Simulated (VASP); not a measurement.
A run of VASP 6.6.1 is set up as follows.

File INCAR:

```
  ALGO = Normal
  EDIFF = 1E-6
  ENCUT = 520
  GGA = PE
  ISIF = 2
  ISMEAR = 0
  LASPH = T
  LCHARG = T
  LELF = T
  LREAL = F
  LVHAR = T
  LWAVE = F
  NBANDS = 20
  NELM = 60
  PREC = Accurate
  SIGMA = 0.05
```

File KPOINTS:

```
k-points
0
Gamma
  8 8 8
```

Contents of POSCAR:

```
CdF2
1.0
    0.0000000000      2.6940000000      2.7748200000
    2.6940000000      0.0000000000      2.7748200000
    2.6940000000      2.6940000000      0.0000000000
Cd F
1 2
Direct
    0.0000000000      0.0000000000      0.0000000000
    0.2500000000      0.2500000000      0.2500000000
    0.7500000000      0.7500000000      0.7500000000
```

Potentials or basis: VASP PAW PBE potentials, release 64 (Cd, F).

The run is started by

```console
$ cat potpaw_PBE.64/Cd/POTCAR potpaw_PBE.64/F/POTCAR > POTCAR
$ mpirun -np 1 vasp_std > vasp.out
```

(1) Predict the pressure.

(2) Predict the band gap on the k mesh.

Answers

(1) 2.8 GPa.

(2) 2.93 eV (least direct gap 3.44 eV).

Caveat: the cell differs from its parent crystal (strain +0.000 along x and y, +0.030 along z).
